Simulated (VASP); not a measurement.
A run of VASP 6.6.1:

Contents of INCAR:

```
PREC = Accurate ; ENCUT = 520
EDIFF = 1E-6 ; ISMEAR = -1
SIGMA = 0.08 ; LREAL = F
LASPH = T ; NELM = 150
ALGO = Normal ; ISIF = 2
LWAVE = F ; LCHARG = F
ISPIN = 2 ; MAGMOM = 2.5
LORBIT = 11 ; LMAXMIX = 4
GGA = PE ; NBANDS = 14
```

File KPOINTS:

```
regular mesh
0
Gamma
  18 18 16
```

The input POSCAR:

```
Fe
1.0
    2.3057350808      0.0000000000      0.0000000000
   -1.1528675404      1.9968251543      0.0000000000
    0.0000000000      0.0000000000      2.2026003790
Fe
1
Direct
    0.0000000000      0.0000000000      0.0000000000
```

Potentials or basis: VASP PAW PBE potentials, release 64 (Fe).

Run with:

```console
$ cat potpaw_PBE.64/Fe/POTCAR > POTCAR
$ mpirun -np 1 vasp_std > vasp.out
```

Hardware: 1 thread of Intel(R) Xeon(R) 6975P-C (Granite Rapids) (shared host).

**Question.** Estimate the wall time of this run.

**Answer.** Wall time 32 s on 1 thread of Intel(R) Xeon(R) 6975P-C (Granite Rapids), with other jobs on the host, peak memory 0.18 GiB. Counts: scf iterations 13, k points 333.
